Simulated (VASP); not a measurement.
# CoSi2 (Fm-3m) in VASP: a series of runs, part 2 of 2

VASP 6.6.1. Earlier steps stand in the parts before.

## (3) Single point, PBEsol

This run uses another cell than the first one, of 12.49 Å³/atom, 0.976 times its volume.

INCAR

```
ALGO     = Normal         # electronic algorithm
EDIFF    = 1E-6           # SCF threshold, eV
ENCUT    = 520            # plane-wave cutoff, eV
GGA      = PS             # functional
ISIF     = 2              # what is computed and relaxed
ISMEAR   = 0              # smearing method
LASPH    = T              # aspherical terms in the spheres
LCHARG   = F              # write CHGCAR
LREAL    = F              # projectors in reciprocal space
LWAVE    = F              # write WAVECAR
NBANDS   = 16             # bands
NELM     = 60             # most SCF steps
PREC     = Accurate       # precision mode
SIGMA    = 0.1            # smearing width, eV
```

KPOINTS

```
k-points
0
Gamma
  14 14 14
```

POSCAR

```
CoSi2
1.0
    0.0000000000      2.6562384264      2.6562384264
    2.6562384264      0.0000000000      2.6562384264
    2.6562384264      2.6562384264      0.0000000000
Co Si
1 2
Direct
    0.0000000000      0.0000000000      0.0000000000
    0.2500000000      0.2500000000      0.2500000000
    0.7500000000      0.7500000000      0.7500000000
```

Potentials or basis: VASP PAW PBE potentials, release 64 (Co, Si).

On the command line:

```bash
$ cat potpaw_PBE.64/Co/POTCAR potpaw_PBE.64/Si/POTCAR > POTCAR
$ mpirun -np 1 vasp_std > vasp.out
```

OUTCAR:

```text
EDIFF = 1E-6
   ENCUT = 520
   GGA = PS
   ISIF = 2
   ISMEAR = 0
   LASPH = T
   LREAL = F
   NELM = 60
   PREC = Accurate

 ion  position               nearest neighbor table
   1  0.000  0.000  0.000-   3 2.30   3 2.30   3 2.30   2 2.30   3 2.30   2 2.30   2 2.30   2 2.30

   2  0.250  0.250  0.250-   1 2.30   1 2.30   1 2.30   1 2.30   3 2.66   3 2.66   3 2.66   3 2.66
                             3 2.66   3 2.66
   3  0.750  0.750  0.750-   1 2.30   1 2.30   1 2.30   1 2.30   2 2.66   2 2.66   2 2.66   2 2.66
                             2 2.66   2 2.66

  LATTYP: Found a face centered cubic cell.
 ALAT       =     5.3124768528

  Lattice vectors:

 A1 = (   0.0000000000,   2.6562384264,   2.6562384264)
 A2 = (   2.6562384264,   0.0000000000,   2.6562384264)
 A3 = (   2.6562384264,   2.6562384264,   0.0000000000)

Analysis of symmetry for initial positions (statically):
=====================================================================
 Subroutine PRICEL returns:
 Original cell was already a primitive cell.

 Routine SETGRP: Setting up the symmetry group for a
 face centered cubic supercell.

 Subroutine GETGRP returns: Found 48 space group operations
 (whereof 48 operations were pure point group operations)
 out of a pool of 48 trial point group operations.

The static configuration has the point symmetry O_h .

Analysis of symmetry for dynamics (positions and initial velocities):
=====================================================================
 Subroutine PRICEL returns:
 Original cell was already a primitive cell.

 Routine SETGRP: Setting up the symmetry group for a
 face centered cubic supercell.

 Subroutine GETGRP returns: Found 48 space group operations
 (whereof 48 operations were pure point group operations)
 out of a pool of 48 trial point group operations.

The dynamic configuration has the point symmetry O_h .

 Subroutine INISYM returns: Found 48 space group operations
 (whereof 48 operations are pure point group operations),
 and found     1 'primitive' translations

----------------------------------------------------------------------------------------

                                     Primitive cell

  volume of cell :      37.4827

  direct lattice vectors                    reciprocal lattice vectors
     0.000000000  2.656238426  2.656238426    -0.188236114  0.188236114  0.188236114
     2.656238426  0.000000000  2.656238426     0.188236114 -0.188236114  0.188236114
     2.656238426  2.656238426  0.000000000     0.188236114  0.188236114 -0.188236114

  length of vectors
     3.756488408  3.756488408  3.756488408     0.326034514  0.326034514  0.326034514

  position of ions in fractional coordinates (direct lattice)
     0.000000000  0.000000000  0.000000000
     0.250000000  0.250000000  0.250000000
     0.750000000  0.750000000  0.750000000

  ion indices of the primitive-cell ions
   primitive index   ion index
                 1           1
                 2           2
                 3           3

----------------------------------------------------------------------------------------

 KPOINTS: k-points

Automatic generation of k-mesh.
 Grid dimensions read from file:
 generate k-points for:   14   14   14

 Generating k-lattice:

  Cartesian coordinates                     Fractional coordinates (reciprocal lattice)
    -0.013445437  0.013445437  0.013445437     0.071428571  0.000000000  0.000000000
     0.013445437 -0.013445437  0.013445437     0.000000000  0.071428571  0.000000000
     0.013445437  0.013445437 -0.013445437     0.000000000  0.000000000  0.071428571

  Length of vectors
     0.023288180  0.023288180  0.023288180

  Shift w.r.t. Gamma in fractional coordinates (k-lattice)
     0.000000000  0.000000000  0.000000000

 Subroutine IBZKPT returns following result:
 ===========================================

 Found    104 irreducible k-points:

 Following reciprocal coordinates:
            Coordinates               Weight
  0.000000  0.000000  0.000000      1.000000
  0.071429  0.000000  0.000000      8.000000
  0.142857  0.000000  0.000000      8.000000
  0.214286  0.000000  0.000000      8.000000
  0.285714  0.000000  0.000000      8.000000
  0.357143  0.000000  0.000000      8.000000
[... 16 lines left out ...]
  0.214286  0.142857  0.000000     24.000000
  0.285714  0.142857  0.000000     24.000000
 [... further k-points ...]
   k-points           NKPTS =    104   k-points in BZ     NKDIM =    104   number of bands    NBANDS=     16
   number of dos      NEDOS =    301   number of ions     NIONS =      3
   total plane-waves  NPLWV =  21952
   dimension x,y,z NGX =    28 NGY =   28 NGZ =   28
   dimension x,y,z NGXF=    56 NGYF=   56 NGZF=   56
   ions per type =               1   2
   NGX,Y,Z   is equivalent  to a cutoff of  12.39, 12.39, 12.39 a.u.
   NGXF,Y,Z  is equivalent  to a cutoff of  24.78, 24.78, 24.78 a.u.
 SYSTEM =  unknown system
   PREC   = accura    normal or accurate (medium, high low for compatibility)
   ISTART =      0    job   : 0-new  1-cont  2-samecut
   ICHARG =      2    charge: 1-file 2-atom 10-const
   ISPIN  =      1    spin polarized calculation?
   LNONCOLLINEAR =      F non collinear calculations
   LSORBIT =      F    spin-orbit coupling
   LASPH  =      T    aspherical Exc in radial PAW
   ENCUT  =  520.0 eV  38.22 Ry    6.18 a.u.   6.98  6.98  6.98*2*pi/ulx,y,z
   NELM   =     60;   NELMIN=  2; NELMDL= -5     # of ELM steps
   EDIFF  = 0.1E-05   stopping-criterion for ELM
   LREAL  =      F    real-space projection
   EDIFFG = 0.1E-04   stopping-criterion for IOM
   NSW    =      0    number of steps for IOM
   IBRION =     -1    ionic relax: 0-MD 1-quasi-New 2-CG
   NFREE  =      0    steps in history (QN), initial steepest desc. (CG)
   ISIF   =      2    stress and relaxation
   ISYM   =      2    0-nonsym 1-usesym 2-fastsym
   POTIM  = 0.5000    time-step for ionic-motion
   TEBEG  =    0.0;   TEEND  =   0.0 temperature during run
   PSTRESS=    0.0 pullay stress
   NELECT =      17.0000    total number of electrons
   NUPDOWN=      -1.0000    fix difference up-down
   EMIN   =  10.00;   EMAX   =-10.00  energy-range for DOS
   EFERMI =   0.00;   METHOD = LEGACY
   ISMEAR =     0;   SIGMA  =   0.10  broadening in eV -4-tet -1-fermi 0-gaus
   EFERMI_NEDOS =   21; number of points for ismear=-14 and -15
   IALGO  =     38    algorithm
   IMIX   =      4    mixing-type and parameters
     AMIX     =   0.40;   BMIX     =  1.00
     AMIX_MAG =   1.60;   BMIX_MAG =  1.00
  volume/ion in A,a.u.               =      12.49        84.32
  Fermi-wavevector in a.u.,A,eV,Ry     =   1.257807  2.376911 21.525492  1.582079
  Thomas-Fermi vector in A             =   2.391448
   LORBIT       =      0    0 simple, 1 ext, 2 COOP (PROOUT), +10 PAW based schemes
   GGA     = PS    functional components
   LHFCALC =     F    Hartree Fock is set to
   AEXX    =    0.0000 exact exchange contribution
   IVDW    =     0    specifies the selected vdW correction
   LEPSILON=     F    determine dielectric tensor
   LRPA    =     F    only Hartree local field effects (RPA)
 non-spin polarized calculation
 Gauss-broadening in eV      SIGMA  =   0.10
  energy-cutoff  :      520.00
  volume of cell :       37.48
 maximum number of plane-waves:      1026
   NGX = 13   NGY = 13   NGZ = 13

 number of electron      17.0000005 magnetization

 Free energy of the ion-electron system (eV)
  ---------------------------------------------------
  ext. energy  EPLUGINS =         0.00000000
  ---------------------------------------------------
  free energy    TOTEN  =       -20.98440149 eV

  energy without entropy =      -20.97927081  energy(sigma->0) =      -20.98183615

 E-fermi :  10.3463     XC(G=0): -11.9678

 val. band max:       10.2592524135   @ k =   0.4286   0.0714   0.0000
 cond. band min:      10.3478228878   @ k =   0.4286   0.2143   0.0714
 fundamental gap:      0.0885704742
 Fermi energy:        10.3462863801

 k-point     1 :       0.0000    0.0000    0.0000
  band No.  band energies     occupation
      1      -2.9803      2.00000
      2       6.1376      2.00000
      3       6.1376      2.00000
      4       6.1376      2.00000
      5       8.3430      2.00000
      6       8.3430      2.00000
[... 8 lines left out ...]
     15      16.0937      0.00000
     16      16.0937      0.00000
[... 419 lines left out ...]
 k-point    24 :       0.2857    0.1429    0.0000
  band No.  band energies     occupation
      1      -1.8370      2.00000
      2       4.4079      2.00000
      3       6.2826      2.00000
      4       6.3535      2.00000
      5       7.5015      2.00000
      6       8.5283      2.00000
[... 8 lines left out ...]
     15      18.7538      0.00000
     16      19.0389      0.00000

 [... further k-points ...]
[... 5 lines left out ...]
  --------------------------------------------------------------------------------------
  -------------------------------------------------------------------------------------
  Total        0.0065774      0.0065774      0.0065774     -0.0000000      0.0000000     -0.0000000
  in kB        0.2811480      0.2811480      0.2811480     -0.0000000      0.0000000     -0.0000000
  external PRESSURE =       0.2811480 kB  Pullay stress =       0.0000000 kB

 VOLUME and BASIS-vectors are now :
 -----------------------------------------------------------------------------
  energy-cutoff  :      520.00
  volume of cell :       37.48
      direct lattice vectors                 reciprocal lattice vectors
     0.000000000  2.656238426  2.656238426    -0.188236114  0.188236114  0.188236114
     2.656238426  0.000000000  2.656238426     0.188236114 -0.188236114  0.188236114
     2.656238426  2.656238426  0.000000000     0.188236114  0.188236114 -0.188236114

 POSITION                                       TOTAL-FORCE (eV/Angst)
 -----------------------------------------------------------------------------------
      0.00000      0.00000      0.00000        -0.000000      0.000000      0.000000
      1.32812      1.32812      1.32812         0.000000     -0.000000     -0.000000
      3.98436      3.98436      3.98436        -0.000000     -0.000000      0.000000
 -----------------------------------------------------------------------------------
    total drift:                               -0.000000     -0.000000      0.000000

  FREE ENERGIE OF THE ION-ELECTRON SYSTEM (eV)
  ---------------------------------------------------
  free  energy   TOTEN  =       -20.9844014904 eV

  energy  without entropy=      -20.9792708103  energy(sigma->0) =      -20.98183615
```

Wall time 31 s (1 thread of AMD EPYC 9R45 (Zen 5), shared host); peak memory 0.17 GiB.

Results:

| Item | Value |
| --- | --- |
| Free energy | -20.9844 eV |
| Pressure | 0.0 GPa |

Caveat: the PAW data sets were made with another functional, which shifts forces and pressure a little.

## (4) Relaxation of cell and atoms, PBEsol

INCAR

```
PREC = Accurate
ENCUT = 600
EDIFF = 1E-6
ISMEAR = 0
SIGMA = 0.1
LREAL = False
LASPH = True
NELM = 80
ALGO = Normal
ISIF = 3
LWAVE = False
LCHARG = False
GGA = PS
IBRION = 2
NSW = 100
EDIFFG = -0.005
```

KPOINTS

```
regular mesh
0
Gamma
  14 14 14
```

POSCAR

```
CoSi2
1.0
    0.0000000000      2.6780000000      2.6780000000
    2.6780000000      0.0000000000      2.6780000000
    2.6780000000      2.6780000000      0.0000000000
Co Si
1 2
Direct
    0.0000000000      0.0000000000      0.0000000000
    0.2500000000      0.2500000000      0.2500000000
    0.7500000000      0.7500000000      0.7500000000
```

On the command line:

```bash
$ cat potpaw_PBE.64/Co/POTCAR potpaw_PBE.64/Si/POTCAR > POTCAR
$ mpirun -np 1 vasp_std > vasp.out
```

Wall time 79 s (1 thread of AMD EPYC 9R45 (Zen 5), shared host); peak memory 0.19 GiB.

The run converged. Its results:

```yaml
Free_energy: -20.9846 eV
Relaxed_volume: 12.49 Å³/atom
Relaxed_cell: a = 3.756 Å, b = 3.756 Å, c = 3.756 Å, α = 60.00°, β = 60.00°, γ = 60.00°
Space_group_after_relaxing_to_0.05_Å: Fm-3m (No. 225)
Energy_gained_by_relaxing: 4.3 meV/atom
Ionic_steps: 4
Pressure_after_relaxing: 0.1 GPa
```

The path:
| step | energy change (eV) | largest force (eV/Å) | pressure (GPa) | volume (Å³) |
| --- | --- | --- | --- | --- |
| 1 | 0.0000 | 0.0000 | -4.49 | 38.41 |
| 2 | 0.0057 | 0.0000 | 5.85 | 36.45 |
| 3 | -0.0130 | 0.0000 | -0.13 | 37.50 |
| 4 | -0.0130 | 0.0000 | 0.05 | 37.48 |

Final structure:
```yaml
crystal:
  lattice:
    - [0.00000, 2.65621, 2.65621]
    - [2.65621, 0.00000, 2.65621]
    - [2.65621, 2.65621, 0.00000]
  atoms:
    - { symbol: Co, position: [0.00000, 0.00000, 0.00000] }
    - { symbol: Si, position: [0.25000, 0.25000, 0.25000] }
    - { symbol: Si, position: [0.75000, 0.75000, 0.75000] }
```

Levels at points of the mesh, in eV from the Fermi level:
| k point | band 5 | band 6 | band 7 | band 8 | band 9 | band 10 | band 11 | band 12 |
| --- | --- | --- | --- | --- | --- | --- | --- | --- |
| (0.00, 0.00, 0.00) | -2.00 | -2.00 | 1.02 | 3.42 | 3.42 | 3.51 | 3.51 | 3.51 |
| (0.50, 0.00, 0.00) | -2.26 | -1.72 | -1.72 | -0.49 | -0.49 | 2.72 | 3.48 | 3.48 |
| (0.50, 0.50, 0.00) | -3.74 | -2.06 | -2.06 | -2.02 | -1.40 | 1.67 | 2.87 | 8.60 |

Caveat: the PAW data sets were made with another functional, which shifts forces and pressure a little.

## (5) Single point, PBEsol

This run uses another cell than the first one: it holds 9 atoms, not 3.

INCAR

```
ALGO = Normal
EDIFF = 1E-6
ENCUT = 520
GGA = PS
ISIF = 2
ISMEAR = 0
LASPH = T
LCHARG = T
LELF = T
LREAL = F
LVHAR = T
LWAVE = F
NBANDS = 36
NELM = 80
PREC = Accurate
SIGMA = 0.1
```

KPOINTS

```
k-points
0
Gamma
  12 12 4
```

POSCAR

```
CoSi2
1.0
    3.7564884075      0.0000000000      0.0000000000
   -1.8782442038      3.2532143899      0.0000000000
    0.0000000000      0.0000000000      9.2014798231
Co Si
3 6
Direct
    0.0000000000      0.0000000000      0.0000000000
    0.3333333333      0.6666666667      0.3333333333
    0.6666666667      0.3333333333      0.6666666667
    0.6666666667      0.3333333333      0.4166666667
    1.0000000000      1.0000000000      0.2500000000
    0.3333333333      0.6666666667      0.0833333333
    0.6666666667      0.3333333333      0.9166666667
    0.3333333333      0.6666666667      0.5833333333
    0.0000000000      0.0000000000      0.7500000000
```

On the command line:

```bash
$ cat potpaw_PBE.64/Co/POTCAR potpaw_PBE.64/Si/POTCAR > POTCAR
$ mpirun -np 1 vasp_std > vasp.out
```

Run time: 3.1 min. Hardware: 1 thread of AMD EPYC 9R45 (Zen 5), shared host; peak memory 0.32 GiB.

Results (log left out):

```yaml
Free_energy: -62.9407 eV
Pressure: 0.2 GPa
```

Levels at points of the mesh, in eV from the Fermi level:
```tsv
k point	band 24	band 25	band 26	band 27	band 28	band 29
(0.00, 0.00, 0.00)	0.50	1.07	2.75	2.75	3.47	3.47
(0.50, 0.00, 0.00)	-0.78	-0.78	-0.60	-0.60	1.71	2.23
(0.00, 0.00, 0.50)	2.01	2.01	2.01	2.01	2.03	2.03
(0.50, 0.00, 0.50)	-1.14	-1.14	-0.44	-0.44	1.96	1.96
```

Caveat: the PAW data sets were made with another functional, which shifts forces and pressure a little. Spin polarisation is off, so any magnetic state and its effect on volume and gap are missing.

## (6) Overview

| task | cell | k mesh | cutoff (eV) | gap on the mesh (eV) | pressure (GPa) |
| --- | --- | --- | --- | --- | --- |
| single point | a = 3.756 Å, angles 60.0°, 3 atoms | 14 × 14 × 14 | 520 | none | 0.0 |
| relaxation of cell and atoms | relaxed from a = 3.787 Å, angles 60.0°, 3 atoms | 14 × 14 × 14 | 600 | none | 0.1 |
| single point | a = 3.756, b = 3.756, c = 9.201 Å, angles 90.0, 90.0, 120.0°, 9 atoms | 12 × 12 × 4 | 520 | none | 0.2 |

Alike in all rows: level PBEsol; potentials or basis VASP PAW PBE potentials, release 64 (Co, Si); no spin polarisation; smearing gaussian 0.1 eV.

Caveats: the PAW data sets were made with another functional, which shifts forces and pressure a little.

Total energies depend on the potentials used, so only differences within one code and one set of settings carry meaning.
